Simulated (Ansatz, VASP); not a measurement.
One calculation of SnSe, two programs

```
Sn Se
1.0
    11.42000    0.00000    0.00000
     0.00000    4.19000    0.00000
     0.00000    0.00000    4.46000
Sn Se
4 4
Cartesian
  1.3531 1.0475 0.4514
  4.3569 3.1425 2.6814
  7.0631 1.0475 1.7786
  10.0669 3.1425 4.0086
  4.0897 1.0475 0.0824
  1.6203 3.1425 2.3124
  9.7997 1.0475 2.1476
  7.3303 3.1425 4.3776
```

Alike in both runs: functional PBE; k mesh 2 × 4 × 4; no spin polarisation.

Ansatz relaxed the structure, and its values are those at the end. VASP's run is a single point on that final structure, the one shown.

|  | VASP | Ansatz |
| --- | --- | --- |
| version | VASP 6.6.1 | Ansatz 0.2.0 |
| potentials or method | VASP PAW PBE potentials, release 64 (Sn_d, Se) | plane waves, PAW |
| plane-wave cutoff (eV) | 520 | 420 |
| occupations | gaussian, width 0.01 eV | fixed |
| valence electrons in the cell | 80 | 120 |

VASP gave:

| Item | Value |
| --- | --- |
| gap on the k mesh at the Fermi level (eV) | 1.02 |
| rms of the force components (eV/Å) | 0.008 |

Which values does Ansatz return?

gap on the k mesh at the Fermi level (eV): 1.03; rms of the force components (eV/Å): 0.000.

VASP's potentials hold 80 valence electrons a cell and Ansatz's 120, so a difference there can come from the potentials and not from the codes.
